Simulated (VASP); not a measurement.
Write the native input for VASP 6.6.1 that does the following.

* Task: single point
* Functional: LDA
* Potentials or basis: VASP PAW LDA potentials, release 64 (Na_pv, F)
* Cutoff: 520 eV
* k mesh: 8 × 8 × 8
* Occupations: gaussian, width 0.05 eV
* Spin: no spin polarisation
* Dipole correction: no
* Further INCAR settings: ALGO = Normal; EDIFF = 1e-06; NBANDS = 14

The structure of NaF lies in POSCAR:

```
NaF
1.0
    0.0000000000      2.2652175000      2.2071350000
    2.2652175000      0.0000000000      2.2071350000
    2.2652175000      2.2652175000      0.0000000000
Na F
1 1
Direct
    0.0000000000      0.0000000000      0.0000000000
    0.5000000000      0.5000000000      0.5000000000
```

This cell differs from its parent crystal: strain -0.025 along x and y, -0.050 along z.

One way to write it, as run:

INCAR

```
PREC     = Accurate       # precision mode
ENCUT    = 520            # plane-wave cutoff, eV
EDIFF    = 1E-6           # SCF threshold, eV
ISMEAR   = 0              # smearing method
SIGMA    = 0.05           # smearing width, eV
LREAL    = F              # projectors in reciprocal space
LASPH    = T              # aspherical terms in the spheres
NELM     = 100            # most SCF steps
ALGO     = Normal         # electronic algorithm
ISIF     = 2              # what is computed and relaxed
LWAVE    = F              # write WAVECAR
LCHARG   = F              # write CHGCAR
GGA      = CA             # functional
NBANDS   = 14             # bands
```

KPOINTS

```
Automatic mesh
0
Gamma
  8 8 8
```

Potentials or basis: VASP PAW LDA potentials, release 64 (Na_pv, F).

Run with:

```sh
$ cat potpaw_LDA.64/Na_pv/POTCAR potpaw_LDA.64/F/POTCAR > POTCAR
$ mpirun -np 1 vasp_std > vasp.out
```

Results of the run:

```
Pressure               : 0.6 GPa
Band gap on the k mesh : 6.47 eV, direct
```

Caveat: the cell differs from its parent crystal (strain -0.025 along x and y, -0.050 along z).

It took 22 s on 1 thread of AMD EPYC 7R43 64-Core Processor (Zen 3), on a shared host, peak memory 0.09 GiB.
